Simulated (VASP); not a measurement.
Cd3Te2Se: relaxation of cell and atoms with PBE

The system is Cd3Te2Se.

```xyz
12
Lattice="4.5801 0.0000 0.0000 -2.2900 3.9665 0.0000 0.0000 0.0000 22.4844" Properties=species:S:1:pos:R:3 pbc="T T T"
Cd    0.0000    2.6443    0.1471
Cd    0.0000    2.6443    7.5000
Cd    0.0000    2.6443   14.8434
Cd    2.2900    1.3221    3.6012
Cd    2.2900    1.3221   11.3893
Cd    2.2900    1.3221   18.7423
Te    0.0000    2.6443   10.3609
Te    0.0000    2.6443   17.7155
Te    2.2900    1.3221    6.4733
Te    2.2900    1.3221   21.6032
Se    0.0000    2.6443    2.8336
Se    2.2900    1.3221   14.0758
```

- Program: VASP 6.6.1
- Task: relaxation of cell and atoms
- Functional: PBE
- Potentials or basis: VASP PAW PBE potentials, release 64 (Cd, Te, Se)
- Cutoff: 600 eV
- k mesh: 12 × 12 × 2
- Occupations: gaussian, width 0.01 eV
- Spin: no spin polarisation
- Dipole correction: no
- Further INCAR settings: ALGO = Normal; EDIFF = 1e-06; IBRION = 2; EDIFFG = -0.01; NSW = 100; ISIF = 3

```
Relaxed volume                         : 34.15 Å³/atom
Relaxed cell                           : a = 4.585 Å, b = 4.585 Å, c = 22.511 Å, α = 90.00°, β = 90.00°, γ = 120.00°
Space group after relaxing (to 0.05 Å) : P6_3mc (No. 186)
Energy gained by relaxing              : 0.0 meV/atom
Ionic steps                            : 2
Pressure after relaxing                : 0.0 GPa
Largest force after relaxing           : 0.006 eV/Å
Band gap on the k mesh                 : 0.25 eV, direct
```

Forces on the atoms (eV/Å):
```
Cd   0.000  0.000 -0.006
Cd   0.000  0.000 -0.002
Cd   0.000  0.000  0.006
Cd   0.000  0.000  0.006
Cd   0.000  0.000 -0.006
Cd   0.000  0.000 -0.002
Te   0.000  0.000  0.000
Te   0.000  0.000  0.003
Te   0.000  0.000  0.003
Te   0.000  0.000  0.000
Se   0.000  0.000 -0.001
Se   0.000  0.000 -0.001
```

The path:
```csv
step,energy change (eV),largest force (eV/Å),pressure (GPa),volume (Å³)
1,0.0000,0.0114,0.10,408.47
2,-0.0004,0.0061,0.00,409.78
```

Final structure:
```yaml
crystal:
  lattice:
    - [4.58471, 0.00000, 0.00000]
    - [-2.29236, 3.97048, 0.00000]
    - [0.00000, 0.00000, 22.51116]
  atoms:
    - { symbol: Cd, position: [0.33333, 0.66667, 0.00652] }
    - { symbol: Cd, position: [0.33333, 0.66667, 0.33357] }
    - { symbol: Cd, position: [0.33333, 0.66667, 0.66017] }
    - { symbol: Cd, position: [0.66667, 0.33333, 0.16017] }
    - { symbol: Cd, position: [0.66667, 0.33333, 0.50652] }
    - { symbol: Cd, position: [0.66667, 0.33333, 0.83357] }
    - { symbol: Te, position: [0.33333, 0.66667, 0.46080] }
    - { symbol: Te, position: [0.33333, 0.66667, 0.78790] }
    - { symbol: Te, position: [0.66667, 0.33333, 0.28790] }
    - { symbol: Te, position: [0.66667, 0.33333, 0.96080] }
    - { symbol: Se, position: [0.33333, 0.66667, 0.12604] }
    - { symbol: Se, position: [0.66667, 0.33333, 0.62604] }
```

Levels at points of the mesh, in eV from the valence-band top:
```csv
k point,band 51,band 52,band 53,band 54,band 55,band 56,band 57,band 58
"(0.00, 0.00, 0.00)",-0.08,-0.08,0.00,0.00,0.25,1.17,1.74,1.96
"(0.50, 0.00, 0.00)",-1.17,-1.07,-0.91,-0.75,1.98,2.21,2.44,2.61
"(0.00, 0.00, 0.50)",-0.03,-0.03,-0.03,-0.03,0.84,0.84,1.76,1.76
"(0.50, 0.00, 0.50)",-1.23,-1.23,-0.81,-0.81,2.19,2.19,2.39,2.39
```

Wall time 7.1 min on 1 × NVIDIA H100 80GB with 1 thread of AMD EPYC 7R13 Processor (Zen 3) (shared host), peak memory 2.1 GiB.

Caveat: spin-orbit coupling is left out, which moves the levels of the heavy elements.
